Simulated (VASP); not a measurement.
# SiO2 (P4_2/mnm) in VASP: single point with PBEsol

Aim: the single point of SiO2 with PBEsol.

Program: VASP 6.6.1. These are calculated values, not measurements. Logs are shortened: lines on timing, memory, paths and dates and some standing lists are left out, and cuts for length are marked.

## Step 1: The cell of the first run

Symmetry: P4_2/mnm, No. 136, tetragonal system. Conventional cell: a = 4.177 Å, b = 4.177 Å, c = 2.665 Å, α = 90.00°, β = 90.00°, γ = 90.00°. Si (site symmetry mmm) has 6 O at 1.76 to 1.81 Å within 2.3 Å. Within 2.3 Å of O (site symmetry m2m) lie 3 Si at 1.76 to 1.81 Å and 1 O at 2.29 Å.

## Step 2: Single point, PBEsol

Contents of POSCAR:

```
SiO2
1.0
    4.1773000000      0.0000000000      0.0000000000
    0.0000000000      4.1773000000      0.0000000000
    0.0000000000      0.0000000000      2.6652000000
Si O
2 4
Direct
    0.0000000000      0.0000000000      0.0000000000
    0.5000000000      0.5000000000      0.5000000000
    0.3059000000      0.3059000000      0.0000000000
    0.1941000000      0.8059000000      0.5000000000
    0.6941000000      0.6941000000      0.0000000000
    0.8059000000      0.1941000000      0.5000000000
```

Contents of INCAR.step1:

```
SYSTEM = SiO2
PREC     = Accurate       ! precision mode
ENCUT    = 520            ! plane-wave cutoff, eV
EDIFF    = 1E-6           ! SCF threshold, eV
ISMEAR   = 0              ! smearing method
SIGMA    = 0.01           ! smearing width, eV
LREAL    = .False.        ! projectors in reciprocal space
LASPH    = .True.         ! aspherical terms in the spheres
NELM     = 120            ! most SCF steps
ALGO     = Normal         ! electronic algorithm
ISIF     = 2              ! what is computed and relaxed
LWAVE    = .False.        ! write WAVECAR
LCHARG   = .True.         ! write CHGCAR
GGA      = PS             ! functional
NBANDS   = 25             ! bands
GGA_COMPAT= .False.      
NEDOS    = 2001           ! points of the DOS
LORBIT   = 11             ! projections on sites
```

Contents of KPOINTS.step1:

```
regular mesh
0
Gamma
  5 5 7
  0 0 0
```

Contents of INCAR.step2:

```
SYSTEM = SiO2
PREC     = Accurate       ! precision mode
ENCUT    = 520            ! plane-wave cutoff, eV
EDIFF    = 1E-6           ! SCF threshold, eV
ISMEAR   = -5             ! smearing method
SIGMA    = 0.01           ! smearing width, eV
LREAL    = .False.        ! projectors in reciprocal space
LASPH    = .True.         ! aspherical terms in the spheres
NELM     = 120            ! most SCF steps
ALGO     = Normal         ! electronic algorithm
ISIF     = 2              ! what is computed and relaxed
LWAVE    = .False.        ! write WAVECAR
LCHARG   = .False.        ! write CHGCAR
GGA      = PS             ! functional
LORBIT   = 11             ! projections on sites
NBANDS   = 25             ! bands
NEDOS    = 2001           ! points of the DOS
ICHARG   = 11             ! starting density
GGA_COMPAT= .False.
```

Contents of KPOINTS.step2:

```
regular mesh
0
Gamma
  8 8 11
  0 0 0
```

Potentials or basis: VASP PAW PBE potentials, release 64 (Si, O).

Run with:

```sh
> cat potpaw_PBE.64/Si/POTCAR potpaw_PBE.64/O/POTCAR > POTCAR
> cp INCAR.step1 INCAR
> cp KPOINTS.step1 KPOINTS
> mpirun -np 1 vasp_std > vasp.out
> cp INCAR.step2 INCAR
> cp KPOINTS.step2 KPOINTS
> mpirun -np 1 vasp_std > vasp.out
```

OUTCAR:

```text
SYSTEM = SiO2
   PREC = Accurate
   ENCUT = 520
   EDIFF = 1E-6
   ISMEAR = -5
   LREAL = .False.
   LASPH = .True.
   NELM = 120
   ISIF = 2
   GGA = PS
   LORBIT = 11
   ICHARG = 11

 ion  position               nearest neighbor table
   1  0.000  0.000  0.000-   4 1.76   6 1.76   4 1.76   6 1.76   5 1.81   3 1.81
   2  0.500  0.500  0.500-   3 1.76   5 1.76   3 1.76   5 1.76   4 1.81   6 1.81
   3  0.306  0.306  0.000-   2 1.76   2 1.76   1 1.81
   4  0.194  0.806  0.500-   1 1.76   1 1.76   2 1.81
   5  0.694  0.694  0.000-   2 1.76   2 1.76   1 1.81
   6  0.806  0.194  0.500-   1 1.76   1 1.76   2 1.81

  LATTYP: Found a simple tetragonal cell.
 ALAT       =     4.1773000000
 C/A-ratio  =     0.6380197735

  Lattice vectors:

 A1 = (   4.1773000000,   0.0000000000,   0.0000000000)
 A2 = (   0.0000000000,   4.1773000000,   0.0000000000)
 A3 = (   0.0000000000,   0.0000000000,   2.6652000000)

Analysis of symmetry for initial positions (statically):
=====================================================================
 Subroutine PRICEL returns:
 Original cell was already a primitive cell.

 Routine SETGRP: Setting up the symmetry group for a
 simple tetragonal supercell.

 Subroutine GETGRP returns: Found 16 space group operations
 (whereof  8 operations were pure point group operations)
 out of a pool of 16 trial point group operations.

The static configuration has the point symmetry D_2h.
 The point group associated with its full space group is D_4h.

Analysis of symmetry for dynamics (positions and initial velocities):
=====================================================================
 Subroutine PRICEL returns:
 Original cell was already a primitive cell.

 Routine SETGRP: Setting up the symmetry group for a
 simple tetragonal supercell.

 Subroutine GETGRP returns: Found 16 space group operations
 (whereof  8 operations were pure point group operations)
 out of a pool of 16 trial point group operations.

The dynamic configuration has the point symmetry D_2h.
 The point group associated with its full space group is D_4h.

 Subroutine INISYM returns: Found 16 space group operations
 (whereof  8 operations are pure point group operations),
 and found     1 'primitive' translations

----------------------------------------------------------------------------------------

                                     Primitive cell

  volume of cell :      46.5073

  direct lattice vectors                    reciprocal lattice vectors
     4.177300000  0.000000000  0.000000000     0.239389079  0.000000000  0.000000000
     0.000000000  4.177300000  0.000000000     0.000000000  0.239389079  0.000000000
     0.000000000  0.000000000  2.665200000     0.000000000  0.000000000  0.375206363

  length of vectors
     4.177300000  4.177300000  2.665200000     0.239389079  0.239389079  0.375206363

  position of ions in fractional coordinates (direct lattice)
     0.000000000  0.000000000  0.000000000
     0.500000000  0.500000000  0.500000000
     0.305900000  0.305900000  0.000000000
     0.194100000  0.805900000  0.500000000
     0.694100000  0.694100000  0.000000000
     0.805900000  0.194100000  0.500000000

  ion indices of the primitive-cell ions
   primitive index   ion index
                 1           1
                 2           2
                 3           3
                 4           4
                 5           5
                 6           6

----------------------------------------------------------------------------------------

 KPOINTS: regular mesh

Automatic generation of k-mesh.
 Grid dimensions read from file:
 generate k-points for:    8    8   11

 Generating k-lattice:

  Cartesian coordinates                     Fractional coordinates (reciprocal lattice)
     0.029923635  0.000000000  0.000000000     0.125000000  0.000000000  0.000000000
     0.000000000  0.029923635  0.000000000     0.000000000  0.125000000  0.000000000
     0.000000000  0.000000000  0.034109669     0.000000000  0.000000000  0.090909091

  Length of vectors
     0.029923635  0.029923635  0.034109669

  Shift w.r.t. Gamma in fractional coordinates (k-lattice)
     0.000000000  0.000000000  0.000000000

 TETIRR: Found   1060 inequivalent tetrahedra from     4224

 Subroutine IBZKPT returns following result:
 ===========================================

 Found     90 irreducible k-points:

 Following reciprocal coordinates:
            Coordinates               Weight
  0.000000  0.000000  0.000000      1.000000
  0.125000  0.000000  0.000000      4.000000
  0.250000  0.000000  0.000000      4.000000
  0.375000  0.000000  0.000000      4.000000
  0.500000  0.000000  0.000000      2.000000
  0.125000  0.125000  0.000000      4.000000
[... 16 lines left out ...]
  0.375000  0.125000  0.090909     16.000000
  0.500000  0.125000  0.090909      8.000000
 [... further k-points ...]
   k-points           NKPTS =     90   k-points in BZ     NKDIM =     90   number of bands    NBANDS=     25
   number of dos      NEDOS =   2001   number of ions     NIONS =      6
   total plane-waves  NPLWV =  20480
   dimension x,y,z NGX =    32 NGY =   32 NGZ =   20
   dimension x,y,z NGXF=    64 NGYF=   64 NGZF=   40
   ions per type =               2   4
   NGX,Y,Z   is equivalent  to a cutoff of  12.74, 12.74, 12.48 a.u.
   NGXF,Y,Z  is equivalent  to a cutoff of  25.47, 25.47, 24.95 a.u.
 SYSTEM =  SiO2
   PREC   = accura    normal or accurate (medium, high low for compatibility)
   ISTART =      0    job   : 0-new  1-cont  2-samecut
   ICHARG =     11    charge: 1-file 2-atom 10-const
   ISPIN  =      1    spin polarized calculation?
   LNONCOLLINEAR =      F non collinear calculations
   LSORBIT =      F    spin-orbit coupling
   LASPH  =      T    aspherical Exc in radial PAW
   ENCUT  =  520.0 eV  38.22 Ry    6.18 a.u.   7.77  7.77  4.96*2*pi/ulx,y,z
   NELM   =    120;   NELMIN=  2; NELMDL=  0     # of ELM steps
   EDIFF  = 0.1E-05   stopping-criterion for ELM
   LREAL  =      F    real-space projection
   EDIFFG = 0.1E-04   stopping-criterion for IOM
   NSW    =      0    number of steps for IOM
   IBRION =     -1    ionic relax: 0-MD 1-quasi-New 2-CG
   NFREE  =      0    steps in history (QN), initial steepest desc. (CG)
   ISIF   =      2    stress and relaxation
   ISYM   =      2    0-nonsym 1-usesym 2-fastsym
   POTIM  = 0.5000    time-step for ionic-motion
   TEBEG  =    0.0;   TEEND  =   0.0 temperature during run
   PSTRESS=    0.0 pullay stress
   NELECT =      32.0000    total number of electrons
   NUPDOWN=      -1.0000    fix difference up-down
   EMIN   =  10.00;   EMAX   =-10.00  energy-range for DOS
   EFERMI =   0.00;   METHOD = LEGACY
   ISMEAR =    -5;   SIGMA  =   0.01  broadening in eV -4-tet -1-fermi 0-gaus
   EFERMI_NEDOS =   21; number of points for ismear=-14 and -15
   IALGO  =     38    algorithm
   IMIX   =      4    mixing-type and parameters
     AMIX     =   0.40;   BMIX     =  1.00
     AMIX_MAG =   1.60;   BMIX_MAG =  1.00
  volume/ion in A,a.u.               =       7.75        52.31
  Fermi-wavevector in a.u.,A,eV,Ry     =   1.445277  2.731178 28.420200  2.088826
  Thomas-Fermi vector in A             =   2.563477
   LORBIT       =     11    0 simple, 1 ext, 2 COOP (PROOUT), +10 PAW based schemes
   GGA     = PS    functional components
   LHFCALC =     F    Hartree Fock is set to
   AEXX    =    0.0000 exact exchange contribution
   IVDW    =     0    specifies the selected vdW correction
   LEPSILON=     F    determine dielectric tensor
   LRPA    =     F    only Hartree local field effects (RPA)
 non-spin polarized calculation
 Fermi weights with tetrahedron method with Bloechl corrections
  energy-cutoff  :      520.00
  volume of cell :       46.51
 maximum number of plane-waves:      1268
 NGX is ok and might be reduce to    32

 number of electron      31.9999975 magnetization

 Free energy of the ion-electron system (eV)
  ---------------------------------------------------
  ext. energy  EPLUGINS =         0.00000000
  ---------------------------------------------------
  free energy    TOTEN  =       -48.97311868 eV

  energy without entropy =      -48.97311868  energy(sigma->0) =      -48.97311868

 E-fermi :   8.1896     XC(G=0): -12.5360

 val. band max:        8.1887385340   @ k =   0.0000   0.0000   0.0000
 cond. band min:      13.7815168544   @ k =   0.0000   0.0000   0.0000
 fundamental gap:      5.5927783204
 Fermi energy:         8.1895924067

 k-point     1 :       0.0000    0.0000    0.0000
  band No.  band energies     occupation
      1     -14.4021      2.00000
      2     -10.7075      2.00000
      3     -10.7075      2.00000
      4     -10.4665      2.00000
      5      -2.7658      2.00000
      6       1.6704      2.00000
[... 17 lines left out ...]
     24      22.3884      0.00000
     25      23.9116      0.00000

 k-point     2 :       0.1250    0.0000    0.0000
  band No.  band energies     occupation
      1     -14.3191      2.00000
      2     -11.1725      2.00000
      3     -10.6648      2.00000
      4     -10.1806      2.00000
      5      -2.6562      2.00000
      6       1.1894      2.00000
[... 17 lines left out ...]
     24      21.9907      0.00000
     25      23.8413      0.00000
[... 586 lines left out ...]
     24      21.7334      0.00000
     25      22.5602      0.00000

 k-point    24 :       0.5000    0.1250    0.0909
  band No.  band energies     occupation
      1     -12.9929      2.00000
      2     -12.9929      2.00000
      3     -10.2598      2.00000
      4     -10.2598      2.00000
      5      -0.9867      2.00000
      6      -0.9867      2.00000
[... 17 lines left out ...]
     24      21.1478      0.00000
     25      22.8784      0.00000

 [... further k-points ...]

------------------------ aborting loop because EDIFF is reached ----------------------------------------

  FORCE on cell =-STRESS in cart. coord.  units (eV):
  Direction    XX          YY          ZZ          XY          YZ          ZX
  --------------------------------------------------------------------------------------
  -------------------------------------------------------------------------------------
  Total        1.2212492      1.2212492      1.9106253      0.0000000      0.0000000      0.0000000
  in kB       42.0720546     42.0720546     65.8210759      0.0000000      0.0000000      0.0000000
  external PRESSURE =      49.9883951 kB  Pullay stress =       0.0000000 kB

 VOLUME and BASIS-vectors are now :
 -----------------------------------------------------------------------------
  energy-cutoff  :      520.00
  volume of cell :       46.51
      direct lattice vectors                 reciprocal lattice vectors
     4.177300000  0.000000000  0.000000000     0.239389079  0.000000000  0.000000000
     0.000000000  4.177300000  0.000000000     0.000000000  0.239389079  0.000000000
     0.000000000  0.000000000  2.665200000     0.000000000  0.000000000  0.375206363

 POSITION                                       TOTAL-FORCE (eV/Angst)
 -----------------------------------------------------------------------------------
      0.00000      0.00000      0.00000         0.000000     -0.000000     -0.000000
      2.08865      2.08865      1.33260         0.000000     -0.000000     -0.000000
      1.27784      1.27784      0.00000        -0.063530     -0.063530     -0.000000
      0.81081      3.36649      1.33260         0.063530     -0.063530     -0.000000
      2.89946      2.89946      0.00000         0.063530      0.063530      0.000000
      3.36649      0.81081      1.33260        -0.063530      0.063530     -0.000000
 -----------------------------------------------------------------------------------
    total drift:                                0.000000     -0.000000     -0.000000

  FREE ENERGIE OF THE ION-ELECTRON SYSTEM (eV)
  ---------------------------------------------------
  free  energy   TOTEN  =       -48.9731186827 eV

  energy  without entropy=      -48.9731186827  energy(sigma->0) =      -48.97311868

 total charge

# of ion       s       p       d       tot
------------------------------------------
    1        0.592   0.885   0.000   1.477
    2        0.592   0.885   0.000   1.477
    3        1.545   3.677   0.000   5.222
    4        1.545   3.677   0.000   5.222
    5        1.545   3.677   0.000   5.222
    6        1.545   3.677   0.000   5.222
--------------------------------------------------
tot          7.365  16.478   0.000  23.843
```

Run time: 1.8 min. Hardware: 1 thread of AMD EPYC 7R43 (Zen 3), shared host; peak memory 0.16 GiB.

What came out:

```
Valence electrons inside the program's atomic spheres : Si 1.48; O 5.22
```

Levels at points of the mesh, in eV from the valence-band top:
```csv
k point,band 12,band 13,band 14,band 15,band 16,band 17,band 18,band 19,band 20,band 21
"(0.00, 0.00, 0.00)",-3.16,-2.53,-0.89,-0.89,0.00,5.59,6.54,8.36,8.36,10.86
"(0.50, 0.00, 0.00)",-3.95,-2.71,-2.71,-1.09,-1.09,7.69,7.69,8.93,8.93,10.90
"(0.50, 0.50, 0.00)",-3.30,-2.71,-2.71,-2.32,-2.32,7.36,7.36,9.94,9.94,13.05
```

Caveat: the PAW data sets were made with another functional, which shifts forces and pressure a little.
